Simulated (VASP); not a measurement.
Input of a VASP 6.6.1 run:

Contents of INCAR:

```
PREC     = Accurate       # precision mode
ENCUT    = 520            # plane-wave cutoff, eV
EDIFF    = 1E-7           # SCF threshold, eV
ISMEAR   = 0              # smearing method
SIGMA    = 0.1            # smearing width, eV
LREAL    = False          # projectors in reciprocal space
LASPH    = True           # aspherical terms in the spheres
NELM     = 80             # most SCF steps
ALGO     = Normal         # electronic algorithm
ISIF     = 2              # what is computed and relaxed
LWAVE    = False          # write WAVECAR
LCHARG   = False          # write CHGCAR
GGA      = PE             # functional
NBANDS   = 32             # bands
```

Contents of KPOINTS:

```
regular mesh
0
Gamma
  10 10 10
```

The input POSCAR:

```
Sn3Se
1.0
    4.7527271798      0.0000000000      0.0000000000
    0.0000000000      4.7527271798      0.0000000000
    0.0000000000      0.0000000000      4.7527271798
Sn Se
3 1
Direct
    0.0000000000      0.5000000000      0.5000000000
    0.5000000000      0.0000000000      0.5000000000
    0.5000000000      0.5000000000      0.0000000000
    0.0000000000      0.0000000000      0.0000000000
```

Potentials or basis: VASP PAW PBE potentials, release 64 (Sn_d, Se).

The run is started by

```sh
$ cat potpaw_PBE.64/Sn_d/POTCAR potpaw_PBE.64/Se/POTCAR > POTCAR
$ mpirun -np 1 vasp_std > vasp.out
```

(1) What does it give for the band gap on the k mesh?

(2) What does it give for the pressure?

Results:

(1) zero (band 24 reaches 9.12 eV, above the bottom of band 25 at 6.70 eV).

(2) 0.0 GPa.

Caveat: spin-orbit coupling is left out, which moves the levels of the heavy elements.
